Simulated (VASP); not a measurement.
# C: G0W0 quasiparticle levels with PBE

The system is C.

```
C
1.0
     0.00000    1.79793    1.79793
     1.79793    0.00000    1.79793
     1.79793    1.79793    0.00000
C
2
Direct
  0.00000 0.00000 0.00000
  0.25000 0.25000 0.25000
```

```
Program                         : VASP 6.6.1
Task                            : G0W0 quasiparticle levels
Functional                      : PBE
Potentials or basis             : VASP PAW PBE potentials, release 64 (C_GW)
Cutoff                          : 500 eV
k mesh                          : 6 × 6 × 6
Occupations                     : gaussian, width 0.01 eV
Spin                            : no spin polarisation
Dipole correction               : no
GW scheme                       : G0W0
GW iterations                   : 1
Cutoff of the response function : 150
Frequency points                : 96
Empty bands                     : 48
Further INCAR settings          : ALGO = EVGW0; EDIFF = 1e-08; NBANDS = 52
```

```yaml
Quasiparticle_gap: 5.35 eV
Least_direct_quasiparticle_gap: 7.20 eV
Band_gap_of_the_starting_levels_on_the_mesh: 4.10 eV
Least_direct_gap_of_the_starting_levels_on_the_mesh: 5.52 eV
```

Wall time 27 s on 1 thread of Intel(R) Xeon(R) 6975P-C (Granite Rapids), on a shared host, peak memory 0.21 GiB.

Caveat: the k points lie up to 0.50 Å⁻¹ apart; bands, screening cutoff and mesh are small and nothing is extrapolated, so the quasiparticle values aren't converged.
